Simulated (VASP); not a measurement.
A run of VASP 6.6.1 is set up as follows.

Contents of INCAR:

```
SYSTEM = Al2BP3
PREC = Accurate
ENCUT = 520
EDIFF = 1E-6
ISMEAR = 0
SIGMA = 0.1
LREAL = .FALSE.
LASPH = .TRUE.
NELM = 100
ALGO = Normal
ISIF = 2
LWAVE = .FALSE.
LCHARG = .FALSE.
GGA = PE
NBANDS = 21
```

File KPOINTS:

```
regular mesh
0
G
  3 3 6
  0 0 0
```

The input POSCAR:

```
Al2BP3
1.0
    6.1399087113      0.0000000000      0.0000000000
   -3.0699543557      5.3173169209      0.0000000000
    0.0000000000      0.0000000000      3.4258032440
Al B P
2 1 3
Direct
    0.3333333333      0.6666666667      0.0000000000
    0.6666666667      0.3333333333      0.0000000000
    0.0000000000      0.0000000000      0.0000000000
    0.5000000000      0.0000000000      0.5000000000
    0.5000000000      0.5000000000      0.5000000000
    0.0000000000      0.5000000000      0.5000000000
```

Potentials or basis: VASP PAW PBE potentials, release 64 (Al, B, P).

The run is started by

```console
$ cat potpaw_PBE.64/Al/POTCAR potpaw_PBE.64/B/POTCAR potpaw_PBE.64/P/POTCAR > POTCAR
$ mpirun -np 1 vasp_std > vasp.out
```

Q: What does it give for the band gap on the k mesh?

A: Zero (bands 12 and 13 overlap by 1.59 eV).

Q: What does it give for the pressure?

A: 0.1 GPa.

Stress tensor (GPa, compression positive):
```
0.05 0.00 0.00
0.00 0.05 0.00
0.00 0.00 0.13
```

Caveat: the k points lie up to 0.39 Å⁻¹ apart, too coarse for converged energies and pressures of a metal.
